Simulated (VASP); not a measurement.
# SrAl2Br2 (P-3m1) in VASP: notebook

SrAl2Br2 is run at these levels: r2SCAN, r2SCAN+D3(BJ); tasks: single point.

Program: VASP 6.6.1. These are calculated values, not measurements. Logs are shortened: lines on timing, memory, paths and dates and some standing lists are left out, and cuts for length are marked.

### Step 1. The cell of the first run

The structure is trigonal, space group P-3m1 (No. 164). Conventional cell: a = 4.515 Å, b = 4.515 Å, c = 7.843 Å, α = 90.00°, β = 90.00°, γ = 120.00°. Sr (site symmetry -3m) has 6 Br at 3.35 Å and 6 Al at 3.85 Å within 4.4 Å. Br (site symmetry 3m) has 4 Al at 2.71 to 2.90 Å and 3 Sr at 3.35 Å within 3.6 Å. Within 3.6 Å of Al (site symmetry 3m) lie 4 Br at 2.71 to 2.90 Å and 3 Al at 3.39 Å.

### Step 2. Single point, r2SCAN

Input file POSCAR:

```
SrAl2Br2
1.0
    2.2574510000      3.9100190000      0.0000000000
   -2.2574510000      3.9100190000      0.0000000000
    0.0000000000      0.0000000000      7.8426880000
Sr Br Al
1 2 2
Direct
    0.0000000000      0.0000000000      0.0000000000
    0.3333300000      0.3333400000      0.2684000000
    0.6666700000      0.6666600000      0.7316000000
    0.3333300000      0.3333400000      0.6383000000
    0.6666700000      0.6666600000      0.3617000000
```

Input file INCAR.step1:

```
SYSTEM = SrAl2Br2
PREC     = Accurate       ! precision mode
ENCUT    = 520            ! plane-wave cutoff, eV
ISMEAR   = 0              ! smearing method
SIGMA    = 0.1049         ! smearing width, eV
LREAL    = .False.        ! projectors in reciprocal space
LASPH    = .True.         ! aspherical terms in the spheres
NELM     = 60             ! most SCF steps
NBANDS   = 23             ! bands
GGA      = PE             ! functional
ALGO     = Normal         ! electronic algorithm
EDIFF    = 1E-4           ! SCF threshold, eV
LWAVE    = .True.         ! write WAVECAR
LCHARG   = .False.        ! write CHGCAR
```

Input file INCAR.step2:

```
SYSTEM = SrAl2Br2
PREC     = Accurate       ! precision mode
ENCUT    = 520            ! plane-wave cutoff, eV
EDIFF    = 1E-6           ! SCF threshold, eV
ISMEAR   = 0              ! smearing method
SIGMA    = 0.1049         ! smearing width, eV
LREAL    = .False.        ! projectors in reciprocal space
LASPH    = .True.         ! aspherical terms in the spheres
NELM     = 60             ! most SCF steps
ALGO     = Normal         ! electronic algorithm
ISIF     = 2              ! what is computed and relaxed
LWAVE    = .False.        ! write WAVECAR
LCHARG   = .False.        ! write CHGCAR
METAGGA  = R2SCAN         ! meta-GGA
LMIXTAU  = .True.       
NBANDS   = 23             ! bands
ISTART   = 1
```

Input file KPOINTS:

```
regular mesh
0
Gamma
  5 5 3
  0 0 0
```

Potentials or basis: VASP PAW PBE potentials, release 64 (Sr_sv, Br, Al).

Command:

```bash
$ cat potpaw_PBE.64/Sr_sv/POTCAR potpaw_PBE.64/Br/POTCAR potpaw_PBE.64/Al/POTCAR > POTCAR
$ cp INCAR.step1 INCAR
$ mpirun -np 1 vasp_std > vasp.out
$ cp INCAR.step2 INCAR
$ mpirun -np 1 vasp_std > vasp.out
```

OUTCAR:

```text
SYSTEM = SrAl2Br2
   PREC = Accurate
   ENCUT = 520
   EDIFF = 1E-6
   ISMEAR = 0
   LREAL = .False.
   LASPH = .True.
   NELM = 60
   ISIF = 2
   METAGGA = R2SCAN
   ISTART = 1

 ion  position               nearest neighbor table
   1  0.000  0.000  0.000-   3 3.35   2 3.35   3 3.35   2 3.35   3 3.35   2 3.35   4 3.85   5 3.85
                             5 3.85   4 3.85   5 3.85   4 3.85
   2  0.333  0.333  0.268-   5 2.71   5 2.71   5 2.71   4 2.90   1 3.35   1 3.35   1 3.35
   3  0.667  0.667  0.732-   4 2.71   4 2.71   4 2.71   5 2.90   1 3.35   1 3.35   1 3.35
   4  0.333  0.333  0.638-   3 2.71   3 2.71   3 2.71   2 2.90   1 3.85   1 3.85   1 3.85
   5  0.667  0.667  0.362-   2 2.71   2 2.71   2 2.71   3 2.90   1 3.85   1 3.85   1 3.85

  LATTYP: Found a hexagonal cell.
 ALAT       =     4.5149012833
 C/A-ratio  =     1.7370674369

  Lattice vectors:

 A1 = (   2.2574510000,  -3.9100190000,   0.0000000000)
 A2 = (   2.2574510000,   3.9100190000,   0.0000000000)
 A3 = (   0.0000000000,   0.0000000000,   7.8426880000)

Analysis of symmetry for initial positions (statically):
=====================================================================
 Subroutine PRICEL returns:
 Original cell was already a primitive cell.

 Routine SETGRP: Setting up the symmetry group for a
 hexagonal supercell.

 Subroutine GETGRP returns: Found  4 space group operations
 (whereof  4 operations were pure point group operations)
 out of a pool of 24 trial point group operations.

The static configuration has the point symmetry C_2h.

Analysis of symmetry for dynamics (positions and initial velocities):
=====================================================================
 Subroutine PRICEL returns:
 Original cell was already a primitive cell.

 Routine SETGRP: Setting up the symmetry group for a
 hexagonal supercell.

 Subroutine GETGRP returns: Found  4 space group operations
 (whereof  4 operations were pure point group operations)
 out of a pool of 24 trial point group operations.

The dynamic configuration has the point symmetry C_2h.

 Subroutine INISYM returns: Found  4 space group operations
 (whereof  4 operations are pure point group operations),
 and found     1 'primitive' translations

----------------------------------------------------------------------------------------

                                     Primitive cell

  volume of cell :     138.4497

  direct lattice vectors                    reciprocal lattice vectors
[... 94 lines left out ...]
   EDIFFG = 0.1E-04   stopping-criterion for IOM
   NSW    =      0    number of steps for IOM
   IBRION =     -1    ionic relax: 0-MD 1-quasi-New 2-CG
   NFREE  =      0    steps in history (QN), initial steepest desc. (CG)
   ISIF   =      2    stress and relaxation
   ISYM   =      2    0-nonsym 1-usesym 2-fastsym
   POTIM  = 0.5000    time-step for ionic-motion
   TEBEG  =    0.0;   TEEND  =   0.0 temperature during run
   PSTRESS=    0.0 pullay stress
   NELECT =      30.0000    total number of electrons
   NUPDOWN=      -1.0000    fix difference up-down
   EMIN   =  10.00;   EMAX   =-10.00  energy-range for DOS
   EFERMI =   0.00;   METHOD = LEGACY
   ISMEAR =     0;   SIGMA  =   0.10  broadening in eV -4-tet -1-fermi 0-gaus
   EFERMI_NEDOS =   21; number of points for ismear=-14 and -15
   IALGO  =     38    algorithm
   IMIX   =      4    mixing-type and parameters
     AMIX     =   0.40;   BMIX     =  1.00
     AMIX_MAG =   1.60;   BMIX_MAG =  1.00
  volume/ion in A,a.u.               =      27.69       186.86
  Fermi-wavevector in a.u.,A,eV,Ry     =   0.983297  1.858161 13.155095  0.966872
  Thomas-Fermi vector in A             =   2.114444
   LORBIT       =      0    0 simple, 1 ext, 2 COOP (PROOUT), +10 PAW based schemes
   METAGGA = R2SCAN    functional components
   LHFCALC =     F    Hartree Fock is set to
   AEXX    =    0.0000 exact exchange contribution
   IVDW    =     0    specifies the selected vdW correction
   LEPSILON=     F    determine dielectric tensor
   LRPA    =     F    only Hartree local field effects (RPA)
 non-spin polarized calculation
 Gauss-broadening in eV      SIGMA  =   0.10
  energy-cutoff  :      520.00
  volume of cell :      138.45
 maximum number of plane-waves:      3743
 NGX is ok and might be reduce to    36
   NGX = 17   NGY = 17   NGZ = 29

 number of electron      30.0000003 magnetization

 Free energy of the ion-electron system (eV)
  ---------------------------------------------------
  ext. energy  EPLUGINS =         0.00000000
  ---------------------------------------------------
  free energy    TOTEN  =       -54.35468551 eV

  energy without entropy =      -54.33661360  energy(sigma->0) =      -54.34564956

 E-fermi :   4.7439     XC(G=0):  -9.2152

 val. band max:        4.7033403294   @ k =   0.0000   0.2000   0.3333
 cond. band min:       4.8409782387   @ k =  -0.0000  -0.2000   0.3333
 fundamental gap:      0.1376379093
 Fermi energy:         4.7439114642

 k-point     1 :       0.0000    0.0000    0.0000
  band No.  band energies     occupation
      1     -33.6372      2.00000
      2     -15.1825      2.00000
      3     -14.9601      2.00000
      4     -14.9600      2.00000
      5     -13.7438      2.00000
      6     -13.4189      2.00000
[... 613 lines left out ...]
     22       8.4364      0.00000
     23       9.1267      0.00000

------------------------ aborting loop because EDIFF is reached ----------------------------------------

  FORCE on cell =-STRESS in cart. coord.  units (eV):
  Direction    XX          YY          ZZ          XY          YZ          ZX
  --------------------------------------------------------------------------------------
  -------------------------------------------------------------------------------------
  Total        6.5682156      6.5685349      5.1899020      0.0002789      0.0000305     -0.0000528
  in kB       76.0091456     76.0128402     60.0589320      0.0032274      0.0003524     -0.0006107
  external PRESSURE =      70.6936393 kB  Pullay stress =       0.0000000 kB

 VOLUME and BASIS-vectors are now :
 -----------------------------------------------------------------------------
  energy-cutoff  :      520.00
  volume of cell :      138.45
      direct lattice vectors                 reciprocal lattice vectors
     2.257451000  3.910019000  0.000000000     0.221488750  0.127876616  0.000000000
    -2.257451000  3.910019000  0.000000000    -0.221488750  0.127876616  0.000000000
     0.000000000  0.000000000  7.842688000     0.000000000  0.000000000  0.127507304

 POSITION                                       TOTAL-FORCE (eV/Angst)
 -----------------------------------------------------------------------------------
      0.00000      0.00000      0.00000        -0.000000     -0.000000      0.000000
     -0.00002      2.60669      2.10498         0.000057     -0.000033     -2.243682
      0.00002      5.21335      5.73771        -0.000057      0.000033      2.243682
     -0.00002      2.60669      5.00599         0.000076     -0.000044     -0.046907
      0.00002      5.21335      2.83670        -0.000076      0.000044      0.046907
 -----------------------------------------------------------------------------------
    total drift:                                0.000000      0.000000      0.000000

  FREE ENERGIE OF THE ION-ELECTRON SYSTEM (eV)
  ---------------------------------------------------
  free  energy   TOTEN  =       -54.3546855148 eV

  energy  without entropy=      -54.3366135986  energy(sigma->0) =      -54.34564956
```

OSZICAR.step1:

```text
N       E                     dE             d eps       ncg     rms          rms(c)
DAV:   1     0.147927325848E+03    0.14793E+03   -0.12497E+04  1104   0.111E+03
DAV:   2     0.381267355307E+00   -0.14755E+03   -0.14022E+03  1439   0.197E+02
DAV:   3    -0.114253854671E+02   -0.11807E+02   -0.11638E+02  1467   0.523E+01
DAV:   4    -0.119329698350E+02   -0.50758E+00   -0.50541E+00  1764   0.959E+00
DAV:   5    -0.119400811748E+02   -0.71113E-02   -0.71024E-02  1471   0.110E+00    0.229E+01
DAV:   6    -0.119297270611E+02    0.10354E-01   -0.34855E-02  1511   0.119E+00    0.135E+01
DAV:   7    -0.119306079965E+02   -0.88094E-03   -0.54957E-02  1499   0.156E+00    0.654E-01
DAV:   8    -0.119309827010E+02   -0.37470E-03   -0.49299E-03  1684   0.330E-01    0.152E-01
DAV:   9    -0.119311539515E+02   -0.17125E-03   -0.22547E-04  1190   0.792E-02    0.961E-02
DAV:  10    -0.119312200904E+02   -0.66139E-04   -0.58798E-05   945   0.439E-02
   1 F= -.11931220E+02 E0= -.11921113E+02  d E =-.202148E-01
```

It took 4.5 min on 1 thread of Intel Xeon Platinum 8488C (Sapphire Rapids), shared host; peak memory 0.34 GiB.

What came out:

* Free energy: -54.3547 eV
* Pressure: 7.1 GPa
* Largest force: 2.244 eV/Å
* Band gap on the k mesh: zero (band 15 reaches 5.32 eV, above the bottom of band 16 at 4.44 eV)

Forces on the atoms (eV/Å):
```
Sr   0.000  0.000  0.000
Br   0.000  0.000 -2.244
Br   0.000  0.000  2.244
Al   0.000  0.000 -0.047
Al   0.000  0.000  0.047
```

Caveat: the PAW data sets were made with another functional, which shifts forces and pressure a little.

### Step 3. Single point, r2SCAN+D3(BJ)

POSCAR is that of step 2.

Input file INCAR.step1:

```
PREC = Accurate ; ENCUT = 520
ISMEAR = 0 ; SIGMA = 0.1049
LREAL = False ; LASPH = True
NELM = 100 ; NBANDS = 23
GGA = PE ; ALGO = Normal
EDIFF = 1E-4 ; LWAVE = True
LCHARG = False
```

Input file INCAR.step2:

```
PREC = Accurate ; ENCUT = 520
EDIFF = 1E-6 ; ISMEAR = 0
SIGMA = 0.1049 ; LREAL = False
LASPH = True ; NELM = 100
ALGO = Normal ; ISIF = 2
LWAVE = False ; LCHARG = False
METAGGA = R2SCAN ; LMIXTAU = True
IVDW = 12 ; VDW_S6 = 1.0
VDW_S8 = 0.78981345 ; VDW_A1 = 0.49484001
VDW_A2 = 5.73083694 ; NBANDS = 23
ISTART = 1
```

Input file KPOINTS:

```
regular mesh
0
Gamma
  5 5 3
```

Potentials or basis: VASP PAW PBE potentials, release 64 (Sr_sv, Br, Al).

Command:

```bash
$ cat potpaw_PBE.64/Sr_sv/POTCAR potpaw_PBE.64/Br/POTCAR potpaw_PBE.64/Al/POTCAR > POTCAR
$ cp INCAR.step1 INCAR
$ mpirun -np 1 vasp_std > vasp.out
$ cp INCAR.step2 INCAR
$ mpirun -np 1 vasp_std > vasp.out
```

OUTCAR:

```text
PREC = Accurate
   ENCUT = 520
   EDIFF = 1E-6
   ISMEAR = 0
   LREAL = False
   LASPH = True
   NELM = 100
   ISIF = 2
   METAGGA = R2SCAN
   IVDW = 12
   ISTART = 1
 IVDW          = 12

 ion  position               nearest neighbor table
   1  0.000  0.000  0.000-   3 3.35   2 3.35   3 3.35   2 3.35   3 3.35   2 3.35   4 3.85   5 3.85
                             5 3.85   4 3.85   5 3.85   4 3.85
   2  0.333  0.333  0.268-   5 2.71   5 2.71   5 2.71   4 2.90   1 3.35   1 3.35   1 3.35
   3  0.667  0.667  0.732-   4 2.71   4 2.71   4 2.71   5 2.90   1 3.35   1 3.35   1 3.35
   4  0.333  0.333  0.638-   3 2.71   3 2.71   3 2.71   2 2.90   1 3.85   1 3.85   1 3.85
   5  0.667  0.667  0.362-   2 2.71   2 2.71   2 2.71   3 2.90   1 3.85   1 3.85   1 3.85

  LATTYP: Found a hexagonal cell.
 ALAT       =     4.5149012833
 C/A-ratio  =     1.7370674369

  Lattice vectors:

 A1 = (   2.2574510000,  -3.9100190000,   0.0000000000)
 A2 = (   2.2574510000,   3.9100190000,   0.0000000000)
 A3 = (   0.0000000000,   0.0000000000,   7.8426880000)

Analysis of symmetry for initial positions (statically):
[... 181 lines left out ...]
 val. band max:        4.7033403294   @ k =   0.0000   0.2000   0.3333
 cond. band min:       4.8409782387   @ k =  -0.0000  -0.2000   0.3333
 fundamental gap:      0.1376379093
 Fermi energy:         4.7439114642

 k-point     1 :       0.0000    0.0000    0.0000
  band No.  band energies     occupation
      1     -33.6372      2.00000
      2     -15.1825      2.00000
      3     -14.9601      2.00000
      4     -14.9600      2.00000
      5     -13.7438      2.00000
      6     -13.4189      2.00000
[... 613 lines left out ...]
     22       8.4364      0.00000
     23       9.1267      0.00000

------------------------ aborting loop because EDIFF is reached ----------------------------------------

 Edisp (eV)   -0.61149

 E8    (eV) :    -0.2193

  FORCE on cell =-STRESS in cart. coord.  units (eV):
  Direction    XX          YY          ZZ          XY          YZ          ZX
  --------------------------------------------------------------------------------------
  -------------------------------------------------------------------------------------
  Total       5.93165     5.93196     4.55154     0.00028     0.00003    -0.00005
  in kB      68.64258    68.64628    52.67158     0.00323     0.00035    -0.00061
  external pressure =       63.32 kB  Pullay stress =        0.00 kB

 VOLUME and BASIS-vectors are now :
 -----------------------------------------------------------------------------
  energy-cutoff  :      520.00
  volume of cell :      138.45
      direct lattice vectors                 reciprocal lattice vectors
     2.257451000  3.910019000  0.000000000     0.221488750  0.127876616  0.000000000
    -2.257451000  3.910019000  0.000000000    -0.221488750  0.127876616  0.000000000
     0.000000000  0.000000000  7.842688000     0.000000000  0.000000000  0.127507304

 POSITION                                       TOTAL-FORCE (eV/Angst)
 -----------------------------------------------------------------------------------
      0.00000      0.00000      0.00000        -0.000000     -0.000000      0.000000
     -0.00002      2.60669      2.10498         0.000057     -0.000033     -2.240660
      0.00002      5.21335      5.73771        -0.000057      0.000033      2.240660
     -0.00002      2.60669      5.00599         0.000076     -0.000044     -0.048651
      0.00002      5.21335      2.83670        -0.000076      0.000044      0.048651
 -----------------------------------------------------------------------------------
    total drift:                                0.000000      0.000000      0.000000

  FREE ENERGIE OF THE ION-ELECTRON SYSTEM (eV)
  ---------------------------------------------------
  free  energy   TOTEN  =       -54.9661774918 eV

  energy  without entropy=      -54.9481055756  energy(sigma->0) =      -54.95714153
```

OUTCAR.step1:

```text
PREC = Accurate
   ENCUT = 520
   ISMEAR = 0
   LREAL = False
   LASPH = True
[... 855 lines left out ...]
     -0.00002      2.60669      2.10498         0.000086     -0.000050     -1.957190
      0.00002      5.21335      5.73771        -0.000086      0.000050      1.957190
     -0.00002      2.60669      5.00599         0.000102     -0.000059     -0.173326
      0.00002      5.21335      2.83670        -0.000102      0.000059      0.173326
 -----------------------------------------------------------------------------------
    total drift:                                0.000000      0.000000      0.000000

  FREE ENERGIE OF THE ION-ELECTRON SYSTEM (eV)
  ---------------------------------------------------
  free  energy   TOTEN  =       -11.9312200904 eV

  energy  without entropy=      -11.9110052690  energy(sigma->0) =      -11.92111268
```

Wall time 4.7 min (1 thread of Intel Xeon Platinum 8488C (Sapphire Rapids), shared host); peak memory 0.33 GiB.

What came out:

- Free energy: -54.9662 eV
- Pressure: 6.3 GPa
- Largest force: 2.241 eV/Å
- Band gap on the k mesh: zero (band 15 reaches 5.32 eV, above the bottom of band 16 at 4.44 eV)
- Dispersion energy per atom: -0.122 eV

Forces on the atoms (eV/Å):
```
Sr   0.000  0.000  0.000
Br   0.000  0.000 -2.241
Br   0.000  0.000  2.241
Al   0.000  0.000 -0.049
Al   0.000  0.000  0.049
```

Caveat: the PAW data sets were made with another functional, which shifts forces and pressure a little; pairwise dispersion overbinds metals, which lowers pressure and volume.
